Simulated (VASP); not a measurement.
**AlN: single point with LDA**

AlN:

```xyz
2
Lattice="0.0000 1.9690 1.9690 1.9690 0.0000 1.9690 1.9690 1.9690 0.0000" Properties=species:S:1:pos:R:3 pbc="T T T"
Al    0.0000    0.0000    0.0000
N     1.9690    1.9690    1.9690
```

- Program: VASP 6.6.1
- Task: single point
- Functional: LDA
- Potentials or basis: VASP PAW LDA potentials, release 64 (Al, N)
- Cutoff: 600 eV
- k mesh: 8 × 8 × 8
- Occupations: fermi-dirac, width 0.02 eV
- Spin: no spin polarisation
- Dipole correction: no
- Further INCAR settings: ALGO = Normal; EDIFF = 1e-06; NBANDS = 11

```
Pressure               : 17.7 GPa
Band gap on the k mesh : 5.04 eV, indirect (least direct gap 6.96 eV)
```

Levels at points of the mesh, in eV from the valence-band top:
```tsv
k point	band 1	band 2	band 3	band 4	band 5	band 6	band 7	band 8
(0.00, 0.00, 0.00)	-18.15	0.00	0.00	0.00	6.96	12.26	12.26	12.26
(0.50, 0.00, 0.00)	-14.49	-8.87	-1.24	-1.24	6.64	11.45	11.45	14.31
(0.50, 0.50, 0.00)	-13.36	-7.96	-3.02	-3.02	5.04	5.25	14.88	18.26
```

It took 6.6 s on 1 thread of Intel Xeon 8259CL, on a shared host, peak memory 0.13 GiB.

A k mesh can miss the band edges. LDA gaps usually lie below the measured ones, often by a third to a half.
